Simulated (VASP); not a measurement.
# CuSi16 (a cell with a defect) in VASP: single point with PBEsol

Aim: the single point of CuSi16 (a cell with a defect) with PBEsol.

Everything below comes from runs of VASP 6.6.1. Logs are shortened: lines on timing, memory, paths and dates and some standing lists are left out, and cuts for length are marked.

**1. The cell of the first run**

The cell holds a defect, 17 atoms: a = 7.679 Å, b = 7.679 Å, c = 7.679 Å, α = 60.00°, β = 60.00°, γ = 60.00°.

**2. Single point, PBEsol**

INCAR

```
PREC = Accurate
ENCUT = 520
EDIFF = 1E-7
ISMEAR = 0
SIGMA = 0.02
LREAL = Auto
LASPH = True
NELM = 80
ALGO = Normal
ISIF = 2
LWAVE = False
LCHARG = True
GGA = PS
LELF = True
LVHAR = True
NBANDS = 52
NELECT = 74.0
```

KPOINTS

```
Automatic mesh
0
Gamma
  2 2 2
```

POSCAR

```
CuSi16
1.0
    0.0000000000      5.4300000000      5.4300000000
    5.4300000000      0.0000000000      5.4300000000
    5.4300000000      5.4300000000      0.0000000000
Si Cu
16 1
Direct
   -0.0010703499      0.0110948435      0.0000252302
    0.1310946593      0.1179821363      0.1332546961
    0.0112058932     -0.0335830571      0.5149990792
    0.1238915285      0.1168526703      0.6272593002
    0.0022609576      0.5075408840     -0.0027812155
    0.1274274401      0.6365453039      0.1172655617
   -0.0121131676      0.4978608656      0.4912593923
    0.1248733886      0.5941647330      0.6289947514
    0.5030375691      0.0132823204      0.0067084715
    0.6267465930      0.1376471455      0.1299613260
    0.4966681400      0.0110012891      0.5021449355
    0.6294519337      0.1178766114      0.6347712707
    0.5002182320      0.5113760589      0.0033720074
    0.6230585635      0.6382926335      0.1268241252
    0.4931386740      0.5074250460      0.5060123389
    0.6138069061      0.6364673112      0.6305743094
    0.8651604972      0.3362008287      0.3692301105
```

Potentials or basis: VASP PAW PBE potentials, release 64 (Si, Cu).

The run is started by

```bash
$ cat potpaw_PBE.64/Si/POTCAR potpaw_PBE.64/Cu/POTCAR > POTCAR
$ mpirun -np 1 vasp_std > vasp.out
```

OUTCAR:

```text
PREC = Accurate
   ENCUT = 520
   EDIFF = 1E-7
   ISMEAR = 0
   LREAL = Auto
   LASPH = True
   NELM = 80
   ISIF = 2
   GGA = PS
   NELECT = 74.0

 ion  position               nearest neighbor table
   1  0.999  0.011  0.000-  10 2.33   2 2.34   4 2.34   6 2.35
   2  0.131  0.118  0.133-   9 2.34   1 2.34   3 2.40   5 2.44  17 2.49
   3  0.011  0.966  0.515-   8 2.34  17 2.34   4 2.36  12 2.40   2 2.40
   4  0.124  0.117  0.627-  11 2.34   1 2.34   3 2.36   7 2.39  17 2.82
   5  0.002  0.508  0.997-   8 2.33   6 2.35  17 2.37  14 2.38   2 2.44
   6  0.127  0.637  0.117-  13 2.34   5 2.35   1 2.35   7 2.35
   7  0.988  0.498  0.491-   8 2.33   6 2.35  16 2.35   4 2.39  17 2.55
   8  0.125  0.594  0.629-   5 2.33  15 2.33   7 2.33   3 2.34
   9  0.503  0.013  0.007-  10 2.33   2 2.34  12 2.34  14 2.35
  10  0.627  0.138  0.130-   9 2.33   1 2.33  11 2.33  13 2.34
  11  0.497  0.011  0.502-  10 2.33  12 2.34   4 2.34  16 2.35
  12  0.629  0.118  0.635-   9 2.34  11 2.34   3 2.40  15 2.44  17 2.48
  13  0.500  0.511  0.003-   6 2.34  16 2.34  14 2.34  10 2.34
  14  0.623  0.638  0.127-  13 2.34   9 2.35  15 2.38   5 2.38  17 2.67
  15  0.493  0.507  0.506-   8 2.33  16 2.35  17 2.37  14 2.38  12 2.44
  16  0.614  0.636  0.631-  13 2.34  15 2.35  11 2.35   7 2.35
  17  0.865  0.336  0.369-   3 2.34  15 2.37   5 2.37  12 2.48   2 2.49   7 2.55  14 2.67   4 2.82

  LATTYP: Found a face centered cubic cell.
 ALAT       =    10.8600000000

  Lattice vectors:

 A1 = (   0.0000000000,   5.4300000000,   5.4300000000)
 A2 = (   5.4300000000,   0.0000000000,   5.4300000000)
 A3 = (   5.4300000000,   5.4300000000,   0.0000000000)

Analysis of symmetry for initial positions (statically):
=====================================================================
 Subroutine PRICEL returns:
 Original cell was already a primitive cell.

 Routine SETGRP: Setting up the symmetry group for a
 face centered cubic supercell.

 Subroutine GETGRP returns: Found  1 space group operations
 (whereof  1 operations were pure point group operations)
 out of a pool of 48 trial point group operations.

The static configuration has the point symmetry C_1 .

Analysis of symmetry for dynamics (positions and initial velocities):
=====================================================================
 Subroutine PRICEL returns:
 Original cell was already a primitive cell.

 Routine SETGRP: Setting up the symmetry group for a
 face centered cubic supercell.

 Subroutine GETGRP returns: Found  1 space group operations
 (whereof  1 operations were pure point group operations)
 out of a pool of 48 trial point group operations.

The dynamic configuration has the point symmetry C_1 .

 Subroutine INISYM returns: Found  1 space group operations
 (whereof  1 operations are pure point group operations),
 and found     1 'primitive' translations

----------------------------------------------------------------------------------------

                                     Primitive cell

  volume of cell :     320.2060

  direct lattice vectors                    reciprocal lattice vectors
     0.000000000  5.430000000  5.430000000    -0.092081031  0.092081031  0.092081031
     5.430000000  0.000000000  5.430000000     0.092081031 -0.092081031  0.092081031
     5.430000000  5.430000000  0.000000000     0.092081031  0.092081031 -0.092081031

  length of vectors
     7.679179644  7.679179644  7.679179644     0.159489025  0.159489025  0.159489025

  position of ions in fractional coordinates (direct lattice)
     0.998929650  0.011094843  0.000025230
     0.131094659  0.117982136  0.133254696
     0.011205893  0.966416943  0.514999079
     0.123891529  0.116852670  0.627259300
     0.002260958  0.507540884  0.997218784
     0.127427440  0.636545304  0.117265562
[... 9 lines left out ...]
     0.613806906  0.636467311  0.630574309
     0.865160497  0.336200829  0.369230110

  ion indices of the primitive-cell ions
   primitive index   ion index
                 1           1
                 2           2
                 3           3
                 4           4
                 5           5
                 6           6
[... 9 lines left out ...]
                16          16
                17          17

----------------------------------------------------------------------------------------

 KPOINTS: Automatic mesh

Automatic generation of k-mesh.
 Grid dimensions read from file:
 generate k-points for:    2    2    2

 Generating k-lattice:

  Cartesian coordinates                     Fractional coordinates (reciprocal lattice)
    -0.046040516  0.046040516  0.046040516     0.500000000  0.000000000  0.000000000
     0.046040516 -0.046040516  0.046040516     0.000000000  0.500000000  0.000000000
     0.046040516  0.046040516 -0.046040516     0.000000000  0.000000000  0.500000000

  Length of vectors
     0.079744512  0.079744512  0.079744512

  Shift w.r.t. Gamma in fractional coordinates (k-lattice)
     0.000000000  0.000000000  0.000000000

 Subroutine IBZKPT returns following result:
 ===========================================

 Found      8 irreducible k-points:

 Following reciprocal coordinates:
            Coordinates               Weight
  0.000000  0.000000  0.000000      1.000000
  0.500000  0.000000  0.000000      1.000000
  0.000000  0.500000  0.000000      1.000000
  0.000000  0.000000  0.500000      1.000000
  0.500000  0.500000  0.500000      1.000000
  0.500000  0.500000  0.000000      1.000000
  0.000000  0.500000  0.500000      1.000000
  0.500000  0.000000  0.500000      1.000000
   k-points           NKPTS =      8   k-points in BZ     NKDIM =      8   number of bands    NBANDS=     52
   number of dos      NEDOS =    301   number of ions     NIONS =     17
   total plane-waves  NPLWV = 216000
   dimension x,y,z NGX =    60 NGY =   60 NGZ =   60
   dimension x,y,z NGXF=   120 NGYF=  120 NGZF=  120
   ions per type =              16   1
   NGX,Y,Z   is equivalent  to a cutoff of  12.99, 12.99, 12.99 a.u.
   NGXF,Y,Z  is equivalent  to a cutoff of  25.98, 25.98, 25.98 a.u.
 SYSTEM =  unknown system
   PREC   = accura    normal or accurate (medium, high low for compatibility)
   ISTART =      0    job   : 0-new  1-cont  2-samecut
   ICHARG =      2    charge: 1-file 2-atom 10-const
   ISPIN  =      1    spin polarized calculation?
   LNONCOLLINEAR =      F non collinear calculations
   LSORBIT =      F    spin-orbit coupling
   LASPH  =      T    aspherical Exc in radial PAW
   ENCUT  =  520.0 eV  38.22 Ry    6.18 a.u.  14.28 14.28 14.28*2*pi/ulx,y,z
   NELM   =     80;   NELMIN=  2; NELMDL= -5     # of ELM steps
   EDIFF  = 0.1E-06   stopping-criterion for ELM
   LREAL  =      T    real-space projection
   EDIFFG = 0.1E-05   stopping-criterion for IOM
   NSW    =      0    number of steps for IOM
   IBRION =     -1    ionic relax: 0-MD 1-quasi-New 2-CG
   NFREE  =      0    steps in history (QN), initial steepest desc. (CG)
   ISIF   =      2    stress and relaxation
   ISYM   =      2    0-nonsym 1-usesym 2-fastsym
   POTIM  = 0.5000    time-step for ionic-motion
   TEBEG  =    0.0;   TEEND  =   0.0 temperature during run
   PSTRESS=    0.0 pullay stress
   NELECT =      74.0000    total number of electrons
   NUPDOWN=      -1.0000    fix difference up-down
   EMIN   =  10.00;   EMAX   =-10.00  energy-range for DOS
   EFERMI =   0.00;   METHOD = LEGACY
   ISMEAR =     0;   SIGMA  =   0.02  broadening in eV -4-tet -1-fermi 0-gaus
   EFERMI_NEDOS =   21; number of points for ismear=-14 and -15
   IALGO  =     38    algorithm
   IMIX   =      4    mixing-type and parameters
     AMIX     =   0.40;   BMIX     =  1.00
     AMIX_MAG =   1.60;   BMIX_MAG =  1.00
  volume/ion in A,a.u.               =      18.84       127.11
  Fermi-wavevector in a.u.,A,eV,Ry     =   1.004636  1.898488 13.732283  1.009294
  Thomas-Fermi vector in A             =   2.137265
   LORBIT       =      0    0 simple, 1 ext, 2 COOP (PROOUT), +10 PAW based schemes
   GGA     = PS    functional components
   LHFCALC =     F    Hartree Fock is set to
   AEXX    =    0.0000 exact exchange contribution
   IVDW    =     0    specifies the selected vdW correction
   LEPSILON=     F    determine dielectric tensor
   LRPA    =     F    only Hartree local field effects (RPA)
 non-spin polarized calculation
 Gauss-broadening in eV      SIGMA  =   0.02
  energy-cutoff  :      520.00
  volume of cell :      320.21
 maximum number of plane-waves:      8646
 NGX is ok and might be reduce to    60
   NGX = 29   NGY = 29   NGZ = 29

 number of electron      73.9999998 magnetization

 Free energy of the ion-electron system (eV)
  ---------------------------------------------------
  ext. energy  EPLUGINS =         0.00000000
  ---------------------------------------------------
  free energy    TOTEN  =      -100.08024334 eV

  energy without entropy =     -100.08024334  energy(sigma->0) =     -100.08024334

 E-fermi :   6.3577     XC(G=0):  -9.7558

 val. band max:        6.2242369629   @ k =   0.0000   0.0000   0.0000
 cond. band min:       6.4677473509   @ k =   0.0000   0.0000   0.0000
 fundamental gap:      0.2435103880
 Fermi energy:         6.3576644736

 k-point     1 :       0.0000    0.0000    0.0000
  band No.  band energies     occupation
      1      -5.9713      2.00000
      2      -3.5969      2.00000
      3      -3.5671      2.00000
      4      -3.5420      2.00000
      5      -3.5186      2.00000
      6      -2.1000      2.00000
[... 41 lines left out ...]
     48       8.3617      0.00000
     49       8.5494      0.00000

 k-point     2 :       0.5000    0.0000    0.0000
  band No.  band energies     occupation
      1      -5.2895      2.00000
      2      -5.0177      2.00000
      3      -3.3636      2.00000
      4      -3.3315      2.00000
      5      -3.2221      2.00000
      6      -3.0873      2.00000
[... 304 lines left out ...]
 k-point     8 :       0.5000    0.0000    0.5000
  band No.  band energies     occupation
      1      -5.0103      2.00000
      2      -4.7911      2.00000
      3      -3.9420      2.00000
      4      -3.8329      2.00000
      5      -3.8236      2.00000
      6      -3.7836      2.00000
[... 41 lines left out ...]
     48      10.3581      0.00000
     49      10.3929      0.00000
 [bands above 49 left out]

------------------------ aborting loop because EDIFF is reached ----------------------------------------

  FORCE on cell =-STRESS in cart. coord.  units (eV):
  Direction    XX          YY          ZZ          XY          YZ          ZX
  --------------------------------------------------------------------------------------
  -------------------------------------------------------------------------------------
  Total       -5.4438528     -6.1734368     -5.4420776     -0.1417663     -0.1203052     -0.4263737
  in kB      -27.2387685    -30.8893029    -27.2298865     -0.7093395     -0.6019572     -2.1333964
  external PRESSURE =     -28.4526526 kB  Pullay stress =       0.0000000 kB

 VOLUME and BASIS-vectors are now :
 -----------------------------------------------------------------------------
  energy-cutoff  :      520.00
  volume of cell :      320.21
      direct lattice vectors                 reciprocal lattice vectors
     0.000000000  5.430000000  5.430000000    -0.092081031  0.092081031  0.092081031
     5.430000000  0.000000000  5.430000000     0.092081031 -0.092081031  0.092081031
     5.430000000  5.430000000  0.000000000     0.092081031  0.092081031 -0.092081031

 POSITION                                       TOTAL-FORCE (eV/Angst)
 -----------------------------------------------------------------------------------
      0.06038      5.42433      5.48443        -0.003852      0.003481      0.002276
      1.36422      1.43542      1.35249        -0.001626      0.001804      0.006996
      8.04409      2.85729      5.30849        -0.008529      0.005104     -0.004405
      4.04053      4.07875      1.30724         0.002670     -0.000269      0.003009
      8.17084      5.42717      2.76822        -0.014079     -0.007429      0.009182
      4.09319      1.32868      4.14837        -0.001617      0.000423     -0.001568
[... 9 lines left out ...]
      6.88004      6.75699      6.78899         0.000778      0.003678     -0.003592
      3.83049      6.70274      6.52339         0.000787     -0.020196      0.002113
 -----------------------------------------------------------------------------------
    total drift:                               -0.004045     -0.001313     -0.001026

  FREE ENERGIE OF THE ION-ELECTRON SYSTEM (eV)
  ---------------------------------------------------
  free  energy   TOTEN  =      -100.0802433442 eV

  energy  without entropy=     -100.0802433442  energy(sigma->0) =     -100.08024334
```

Run time: 4.1 min. Hardware: 1 thread of AMD EPYC 9R45 (Zen 5), shared host; peak memory 0.47 GiB.

Results:

```yaml
Free_energy: -100.0802 eV
Largest_force: 0.020 eV/Å
```

Forces on the atoms (eV/Å):
```
Si  -0.004  0.003  0.002
Si  -0.002  0.002  0.007
Si  -0.009  0.005 -0.004
Si   0.003  0.000  0.003
Si  -0.014 -0.007  0.009
Si  -0.002  0.000 -0.002
Si  -0.002  0.000 -0.003
Si  -0.003 -0.011 -0.001
Si   0.001  0.007  0.002
Si   0.004  0.007  0.003
Si   0.004  0.006 -0.004
Si   0.008  0.000 -0.003
Si   0.002  0.006  0.002
Si   0.003  0.005  0.001
Si   0.010 -0.007 -0.011
Si   0.001  0.004 -0.004
Cu   0.001 -0.020  0.002
```

Caveat: the k points lie up to 0.50 Å⁻¹ apart; the cell carries a net charge on a neutralising background, which shifts energy and pressure; the cell is charged against a uniform background, so pressure and absolute levels hang on convention; the PAW data sets were made with another functional, which shifts forces and pressure a little.
